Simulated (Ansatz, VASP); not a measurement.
Ti2SiN4 in VASP and in Ansatz

```xyz
7
Lattice="5.0116 0.0000 0.0000 0.0000 5.0116 0.0000 0.0000 0.0000 2.7576" Properties=species:S:1:pos:R:3 pbc="T T T"
Ti    2.5058    0.0000    1.3788
Ti    0.0000    2.5058    1.3788
Si    0.0000    0.0000    0.0000
N     1.2269    3.7848    0.0000
N     1.2269    1.2269    0.0000
N     3.7848    3.7848    0.0000
N     3.7848    1.2269    0.0000
```

Alike in both runs: task single point; functional r2SCAN; dispersion rVV10; k mesh 6 × 6 × 10; occupations fermi-dirac, width 0.03 eV; no spin polarisation.

|  | VASP | Ansatz |
| --- | --- | --- |
| version | VASP 6.6.1 | Ansatz 0.2.0 |
| potentials or method | VASP PAW PBE potentials, release 64 (Ti_sv, Si, N) | plane waves, PAW |
| plane-wave cutoff (eV) | 520 | 500 |
| valence electrons in the cell | 48 | 48 |

Ansatz gave:

- pressure (GPa): 0.0
- traceless stress, the component that is largest in VASP (GPa): -0.21
- rms of the force components (eV/Å): 0.008

Q: Which values does VASP return?

A: Pressure (GPa): 1.0; traceless stress, the component that is largest in VASP (GPa): -0.25; rms of the force components (eV/Å): 0.004.

VASP's potentials were made for PBE, not for r2SCAN. Atom by atom the forces differ by 0.012 eV/Å (rms over components).
